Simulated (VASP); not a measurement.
# SrMg (P-3m1) in VASP: notebook

The runs below take SrMg through single point, relaxation of cell and atoms, with LDA.

All numbers are computed with VASP 6.6.1; they aren't measurements. Logs are shortened: lines on timing, memory, paths and dates and some standing lists are left out, and cuts for length are marked.

### Step 1. The cell of the first run

It takes space group P-3m1 (No. 164, trigonal). The conventional cell has a = 3.867 Å, b = 3.867 Å, c = 11.046 Å, α = 90.00°, β = 90.00°, γ = 120.00°. Sr (site symmetry 3m) has 3 Mg at 3.54 Å and 9 Sr at 3.87 to 4.09 Å within 4.7 Å. Within 4.1 Å of Mg (site symmetry 3m) lie 9 Mg at 3.08 to 3.87 Å and 3 Sr at 3.54 Å.

### Step 2. Single point, LDA

The input, INCAR:

```
SYSTEM = SrMg
PREC = Accurate
ENCUT = 520
EDIFF = 1E-7
ISMEAR = 0
SIGMA = 0.1
LREAL = .FALSE.
LASPH = .TRUE.
NELM = 100
ALGO = Normal
ISIF = 2
LWAVE = .FALSE.
LCHARG = .FALSE.
GGA = CA
NBANDS = 20
```

The input, KPOINTS:

```
Automatic mesh
0
G
  6 6 2
  0 0 0
```

The input, POSCAR:

```
SrMg
1.0
    3.8671580816      0.0000000000      0.0000000000
   -1.9335790408      3.3490571391      0.0000000000
    0.0000000000      0.0000000000     11.0460900497
Sr Mg
2 2
Direct
    0.6666666667      0.3333333333      0.1553347511
    0.3333333333      0.6666666667      0.8446652489
    0.3333333333      0.6666666667      0.4040960970
    0.6666666667      0.3333333333      0.5959039030
```

Potentials or basis: VASP PAW LDA potentials, release 64 (Sr_sv, Mg).

On the command line:

```
> cat potpaw_LDA.64/Sr_sv/POTCAR potpaw_LDA.64/Mg/POTCAR > POTCAR
> mpirun -np 1 vasp_std > vasp.out
```

OUTCAR:

```text
SYSTEM = SrMg
   PREC = Accurate
   ENCUT = 520
   EDIFF = 1E-7
   ISMEAR = 0
   LREAL = .FALSE.
   LASPH = .TRUE.
   NELM = 100
   ISIF = 2
   GGA = CA

 ion  position               nearest neighbor table
   1  0.667  0.333  0.155-   3 3.54   3 3.54   3 3.54   2 4.09   2 4.09   2 4.09
   2  0.333  0.667  0.845-   4 3.54   4 3.54   4 3.54   1 4.09   1 4.09   1 4.09
   3  0.333  0.667  0.404-   4 3.08   4 3.08   4 3.08   1 3.54   1 3.54   1 3.54
   4  0.667  0.333  0.596-   3 3.08   3 3.08   3 3.08   2 3.54   2 3.54   2 3.54

  LATTYP: Found a hexagonal cell.
 ALAT       =     3.8671580816
 C/A-ratio  =     2.8563844086

  Lattice vectors:

 A1 = (   3.8671580816,   0.0000000000,   0.0000000000)
 A2 = (  -1.9335790408,   3.3490571391,   0.0000000000)
 A3 = (   0.0000000000,   0.0000000000,  11.0460900497)

Analysis of symmetry for initial positions (statically):
=====================================================================
 Subroutine PRICEL returns:
 Original cell was already a primitive cell.

 Routine SETGRP: Setting up the symmetry group for a
 hexagonal supercell.

 Subroutine GETGRP returns: Found 12 space group operations
 (whereof 12 operations were pure point group operations)
 out of a pool of 24 trial point group operations.

The static configuration has the point symmetry D_3d.

Analysis of symmetry for dynamics (positions and initial velocities):
=====================================================================
 Subroutine PRICEL returns:
 Original cell was already a primitive cell.

 Routine SETGRP: Setting up the symmetry group for a
 hexagonal supercell.

 Subroutine GETGRP returns: Found 12 space group operations
 (whereof 12 operations were pure point group operations)
 out of a pool of 24 trial point group operations.

The dynamic configuration has the point symmetry D_3d.

 Subroutine INISYM returns: Found 12 space group operations
 (whereof 12 operations are pure point group operations),
 and found     1 'primitive' translations

----------------------------------------------------------------------------------------

                                     Primitive cell

  volume of cell :     143.0616

  direct lattice vectors                    reciprocal lattice vectors
     3.867158082  0.000000000  0.000000000     0.258587826  0.149295751  0.000000000
    -1.933579041  3.349057139  0.000000000     0.000000000  0.298591502  0.000000000
     0.000000000  0.000000000 11.046090050     0.000000000  0.000000000  0.090529771

  length of vectors
     3.867158082  3.867158082 11.046090050     0.298591502  0.298591502  0.090529771

  position of ions in fractional coordinates (direct lattice)
     0.666666667  0.333333333  0.155334751
     0.333333333  0.666666667  0.844665249
     0.333333333  0.666666667  0.404096097
     0.666666667  0.333333333  0.595903903

  ion indices of the primitive-cell ions
   primitive index   ion index
                 1           1
                 2           2
                 3           3
                 4           4

----------------------------------------------------------------------------------------

 KPOINTS: Automatic mesh

Automatic generation of k-mesh.
 Grid dimensions read from file:
 generate k-points for:    6    6    2

 Generating k-lattice:

  Cartesian coordinates                     Fractional coordinates (reciprocal lattice)
     0.043097971  0.024882625  0.000000000     0.166666667  0.000000000  0.000000000
     0.000000000  0.049765250  0.000000000     0.000000000  0.166666667  0.000000000
     0.000000000  0.000000000  0.045264885     0.000000000  0.000000000  0.500000000

  Length of vectors
     0.049765250  0.049765250  0.045264885

  Shift w.r.t. Gamma in fractional coordinates (k-lattice)
     0.000000000  0.000000000  0.000000000

 Subroutine IBZKPT returns following result:
 ===========================================

 Found     14 irreducible k-points:

 Following reciprocal coordinates:
            Coordinates               Weight
  0.000000  0.000000  0.000000      1.000000
  0.166667  0.000000  0.000000      6.000000
  0.333333 -0.000000  0.000000      6.000000
  0.500000 -0.000000  0.000000      3.000000
  0.166667  0.166667  0.000000      6.000000
  0.333333  0.166667  0.000000     12.000000
  0.333333  0.333333  0.000000      2.000000
  0.000000  0.000000  0.500000      1.000000
  0.166667  0.000000  0.500000      6.000000
  0.333333 -0.000000  0.500000      6.000000
  0.500000 -0.000000  0.500000      3.000000
  0.166667  0.166667  0.500000      6.000000
  0.333333  0.166667  0.500000     12.000000
  0.333333  0.333333  0.500000      2.000000
   k-points           NKPTS =     14   k-points in BZ     NKDIM =     14   number of bands    NBANDS=     20
   number of dos      NEDOS =    301   number of ions     NIONS =      4
   total plane-waves  NPLWV =  75600
   dimension x,y,z NGX =    30 NGY =   30 NGZ =   84
   dimension x,y,z NGXF=    60 NGYF=   60 NGZF=  168
   ions per type =               2   2
   NGX,Y,Z   is equivalent  to a cutoff of  12.90, 12.90, 12.64 a.u.
   NGXF,Y,Z  is equivalent  to a cutoff of  25.79, 25.79, 25.28 a.u.
 SYSTEM =  SrMg
   PREC   = accura    normal or accurate (medium, high low for compatibility)
   ISTART =      0    job   : 0-new  1-cont  2-samecut
   ICHARG =      2    charge: 1-file 2-atom 10-const
   ISPIN  =      1    spin polarized calculation?
   LNONCOLLINEAR =      F non collinear calculations
   LSORBIT =      F    spin-orbit coupling
   LASPH  =      T    aspherical Exc in radial PAW
   ENCUT  =  520.0 eV  38.22 Ry    6.18 a.u.   7.19  7.19 20.54*2*pi/ulx,y,z
   NELM   =    100;   NELMIN=  2; NELMDL= -5     # of ELM steps
   EDIFF  = 0.1E-06   stopping-criterion for ELM
   LREAL  =      F    real-space projection
   EDIFFG = 0.1E-05   stopping-criterion for IOM
   NSW    =      0    number of steps for IOM
   IBRION =     -1    ionic relax: 0-MD 1-quasi-New 2-CG
   NFREE  =      0    steps in history (QN), initial steepest desc. (CG)
   ISIF   =      2    stress and relaxation
   ISYM   =      2    0-nonsym 1-usesym 2-fastsym
   POTIM  = 0.5000    time-step for ionic-motion
   TEBEG  =    0.0;   TEEND  =   0.0 temperature during run
   PSTRESS=    0.0 pullay stress
   NELECT =      24.0000    total number of electrons
   NUPDOWN=      -1.0000    fix difference up-down
   EMIN   =  10.00;   EMAX   =-10.00  energy-range for DOS
   EFERMI =   0.00;   METHOD = LEGACY
   ISMEAR =     0;   SIGMA  =   0.10  broadening in eV -4-tet -1-fermi 0-gaus
   EFERMI_NEDOS =   21; number of points for ismear=-14 and -15
   IALGO  =     38    algorithm
   IMIX   =      4    mixing-type and parameters
     AMIX     =   0.40;   BMIX     =  1.00
     AMIX_MAG =   1.60;   BMIX_MAG =  1.00
  volume/ion in A,a.u.               =      35.77       241.36
  Fermi-wavevector in a.u.,A,eV,Ry     =   0.902896  1.706225 11.091749  0.815221
  Thomas-Fermi vector in A             =   2.026155
   LORBIT       =      0    0 simple, 1 ext, 2 COOP (PROOUT), +10 PAW based schemes
   GGA     = CA    functional components
   LHFCALC =     F    Hartree Fock is set to
   AEXX    =    0.0000 exact exchange contribution
   IVDW    =     0    specifies the selected vdW correction
   LEPSILON=     F    determine dielectric tensor
   LRPA    =     F    only Hartree local field effects (RPA)
 non-spin polarized calculation
 Gauss-broadening in eV      SIGMA  =   0.10
  energy-cutoff  :      520.00
  volume of cell :      143.06
 maximum number of plane-waves:      3882
 NGX is ok and might be reduce to    30
   NGX = 15   NGY = 15   NGZ = 41

 number of electron      24.0000001 magnetization

 Free energy of the ion-electron system (eV)
  ---------------------------------------------------
  ext. energy  EPLUGINS =         0.00000000
  ---------------------------------------------------
  free energy    TOTEN  =        -6.94294733 eV

  energy without entropy =       -6.92246017  energy(sigma->0) =       -6.93270375

 E-fermi :   1.9864     XC(G=0):  -8.2035

 val. band max:        1.9034007074   @ k =   0.3333   0.3333   0.5000
 cond. band min:       2.0388758451   @ k =   0.3333  -0.0000   0.0000
 fundamental gap:      0.1354751377
 Fermi energy:         1.9864428535

 k-point     1 :       0.0000    0.0000    0.0000
  band No.  band energies     occupation
      1     -34.0372      2.00000
      2     -34.0239      2.00000
      3     -16.2468      2.00000
      4     -16.0750      2.00000
      5     -15.9769      2.00000
      6     -15.9769      2.00000
[... 12 lines left out ...]
     19       6.1359      0.00000
     20       6.1359      0.00000

 k-point     2 :       0.1667    0.0000    0.0000
  band No.  band energies     occupation
      1     -34.0273      2.00000
      2     -34.0155      2.00000
      3     -16.2228      2.00000
      4     -16.1013      2.00000
      5     -16.0661      2.00000
      6     -16.0503      2.00000
[... 12 lines left out ...]
     19       5.1781      0.00000
     20       5.6543      0.00000

 k-point     3 :       0.3333   -0.0000    0.0000
  band No.  band energies     occupation
      1     -34.0068      2.00000
      2     -33.9992      2.00000
      3     -16.3005      2.00000
      4     -16.2829      2.00000
      5     -16.1487      2.00000
      6     -16.0548      2.00000
[... 12 lines left out ...]
     19       5.0697      0.00000
     20       5.8794      0.00000

 k-point     4 :       0.5000   -0.0000    0.0000
  band No.  band energies     occupation
      1     -33.9959      2.00000
      2     -33.9916      2.00000
      3     -16.4006      2.00000
      4     -16.3777      2.00000
      5     -16.1135      2.00000
      6     -16.0799      2.00000
[... 199 lines left out ...]
 k-point    13 :       0.3333    0.1667    0.5000
  band No.  band energies     occupation
      1     -33.9960      2.00000
      2     -33.9916      2.00000
      3     -16.3469      2.00000
      4     -16.3282      2.00000
      5     -16.1408      2.00000
      6     -16.1208      2.00000
[... 12 lines left out ...]
     19       4.4908      0.00000
     20       4.9366      0.00000

 k-point    14 :       0.3333    0.3333    0.5000
  band No.  band energies     occupation
      1     -33.9891      2.00000
      2     -33.9891      2.00000
      3     -16.2780      2.00000
      4     -16.2709      2.00000
      5     -16.2709      2.00000
      6     -16.2346      2.00000
[... 12 lines left out ...]
     19       4.5678      0.00000
     20       4.5678      0.00000

------------------------ aborting loop because EDIFF is reached ----------------------------------------

  FORCE on cell =-STRESS in cart. coord.  units (eV):
  Direction    XX          YY          ZZ          XY          YZ          ZX
  --------------------------------------------------------------------------------------
  -------------------------------------------------------------------------------------
  Total       -0.0920034     -0.0920034     -0.1423951     -0.0000000      0.0000000      0.0000000
  in kB       -1.0303656     -1.0303656     -1.5947127     -0.0000000      0.0000000      0.0000000
  external PRESSURE =      -1.2184813 kB  Pullay stress =       0.0000000 kB

 VOLUME and BASIS-vectors are now :
 -----------------------------------------------------------------------------
  energy-cutoff  :      520.00
  volume of cell :      143.06
      direct lattice vectors                 reciprocal lattice vectors
     3.867158082  0.000000000  0.000000000     0.258587826  0.149295751  0.000000000
    -1.933579041  3.349057139  0.000000000     0.000000000  0.298591502  0.000000000
     0.000000000  0.000000000 11.046090050     0.000000000  0.000000000  0.090529771

 POSITION                                       TOTAL-FORCE (eV/Angst)
 -----------------------------------------------------------------------------------
      1.93358      1.11635      1.71584        -0.000000      0.000000      0.014376
     -0.00000      2.23270      9.33025         0.000000     -0.000000     -0.014376
     -0.00000      2.23270      4.46368         0.000000      0.000000      0.001444
      1.93358      1.11635      6.58241         0.000000     -0.000000     -0.001444
 -----------------------------------------------------------------------------------
    total drift:                               -0.000000      0.000000      0.000000

  FREE ENERGIE OF THE ION-ELECTRON SYSTEM (eV)
  ---------------------------------------------------
  free  energy   TOTEN  =        -6.9429473253 eV

  energy  without entropy=       -6.9224601747  energy(sigma->0) =       -6.93270375
```

Run time: 18 s. Hardware: 1 thread of Intel Xeon 6975P-C (Granite Rapids), shared host; peak memory 0.22 GiB.

What came out:

```
Free energy            : -6.9429 eV
Pressure               : -0.1 GPa
Largest force          : 0.014 eV/Å
Band gap on the k mesh : zero (band 12 reaches 2.18 eV, above the bottom of band 13 at 1.59 eV)
```

Forces on the atoms (eV/Å):
```
Sr   0.000  0.000  0.014
Sr   0.000  0.000 -0.014
Mg   0.000  0.000  0.001
Mg   0.000  0.000 -0.001
```

(Part 1 of 2 ends here.)
